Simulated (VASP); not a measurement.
A run of VASP 6.6.1:

File INCAR:

```
ALGO     = Normal         # electronic algorithm
EDIFF    = 1E-6           # SCF threshold, eV
ENCUT    = 520            # plane-wave cutoff, eV
GGA      = PE             # functional
ISIF     = 2              # what is computed and relaxed
ISMEAR   = 0              # smearing method
LASPH    = True           # aspherical terms in the spheres
LCHARG   = False          # write CHGCAR
LREAL    = False          # projectors in reciprocal space
LWAVE    = False          # write WAVECAR
NBANDS   = 14             # bands
NELM     = 100            # most SCF steps
PREC     = Accurate       # precision mode
SIGMA    = 0.05           # smearing width, eV
```

File KPOINTS:

```
k-points
0
Gamma
  8 8 8
```

Contents of POSCAR:

```
NaF
1.0
    0.0000000000      2.3233000000      2.3581495000
    2.3233000000      0.0000000000      2.3581495000
    2.3233000000      2.3233000000      0.0000000000
Na F
1 1
Direct
    0.0000000000      0.0000000000      0.0000000000
    0.5000000000      0.5000000000      0.5000000000
```

Potentials or basis: VASP PAW PBE potentials, release 64 (Na_pv, F).

Command:

```console
$ cat potpaw_PBE.64/Na_pv/POTCAR potpaw_PBE.64/F/POTCAR > POTCAR
$ mpirun -np 1 vasp_std > vasp.out
```

Hardware: 1 thread of Intel(R) Xeon(R) 6975P-C (Granite Rapids), on a shared host.

Estimate the wall time of this run.

It took 9.4 s on 1 thread of Intel(R) Xeon(R) 6975P-C (Granite Rapids), on a shared host, peak memory 0.14 GiB. Counts: scf iterations 12, k points 59.
